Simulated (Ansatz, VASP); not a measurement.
## One calculation of MnSi, two programs

```
Mn Si
1.0
     4.37777    0.00000    0.00000
     0.00000    4.37777    0.00000
     0.00000    0.00000    4.37777
Mn Si
4 4
Direct
  0.13898 0.13898 0.13898
  0.36102 0.86102 0.63898
  0.63898 0.36102 0.86102
  0.86102 0.63898 0.36102
  0.84622 0.84622 0.84622
  0.65378 0.15378 0.34622
  0.34622 0.65378 0.15378
  0.15378 0.34622 0.65378
```

Alike in both runs: functional PBE; k mesh 8 × 8 × 8; occupations gaussian, width 0.1 eV; collinear spin.

Ansatz relaxed the structure, and its values are those at the end. VASP's run is a single point on that final structure, the one shown.

```csv
,VASP,Ansatz
version,VASP 6.6.1,Ansatz 0.2.0
potentials or method,"VASP PAW PBE potentials, release 64 (Mn_pv, Si), cutoff 520 eV","scalar-relativistic, plane waves, PAW"
valence electrons in the cell,68,76
```

```csv
,VASP,Ansatz,Ansatz less VASP
gap on the k mesh at the Fermi level (eV),none,none,-
pressure (GPa),23.6,23.7,+0.07
rms of the force components (eV/Å),0.006,0.000,-0.0060
net moment per atom (μB),0.42,0.42,+0.001
size of the moment on the site where the two differ most (μB),0.87,0.82,-0.050
```

Site moments also hang on the region over which each program counts them. A gap of «none» marks a metal or a gap that the smearing closes. VASP's potentials hold 68 valence electrons a cell and Ansatz's 76, so a difference there can come from the potentials and not from the codes. Ansatz's warnings: stress scf threshold loose.
